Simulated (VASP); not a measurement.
Input of a VASP 6.6.1 run:

INCAR

```
PREC = Accurate
ENCUT = 600
EDIFF = 1E-8
ISMEAR = 0
SIGMA = 0.05
LREAL = False
LASPH = True
NELM = 100
ALGO = Normal
ISIF = 3
LWAVE = False
LCHARG = True
METAGGA = R2SCAN
LMIXTAU = True
NBANDS = 17
IBRION = 6
NFREE = 2
POTIM = 0.015
NSW = 1
```

File KPOINTS:

```
Automatic mesh
0
Gamma
  6 6 6
```

Contents of POSCAR:

```
PbS
1.0
    0.0000000000      3.3008065408      3.3008065408
    3.3008065408      0.0000000000      3.3008065408
    3.3008065408      3.3008065408      0.0000000000
Pb S
1 1
Direct
    0.0000000000      0.0000000000      0.0000000000
    0.2500000000      0.2500000000      0.2500000000
```

Potentials or basis: VASP PAW PBE potentials, release 64 (Pb_d, S).

Launch:

```console
$ cat potpaw_PBE.64/Pb_d/POTCAR potpaw_PBE.64/S/POTCAR > POTCAR
$ mpirun -np 1 vasp_std > vasp.out
```

Task: Estimate the elastic constants C11, C12, C44.

Result: 40, 38, -8 GPa.

Task: Estimate the Voigt bulk modulus.

Result: 39 GPa.

Task: Estimate the highest phonon frequency at Γ, LO-TO splitting left out.

Result: 175 cm⁻¹.

Phonon frequencies in cm⁻¹ (negative: imaginary):
| q point | frequencies |
| --- | --- |
| (0.000, 0.000, 0.000) | 0 0 0 175 175 175 |

Caveat: the elastic tensor has a negative eigenvalue, so either the cell is unstable as it stands or the mesh is too thin; the PAW data sets were made with another functional, which shifts forces and pressure a little.
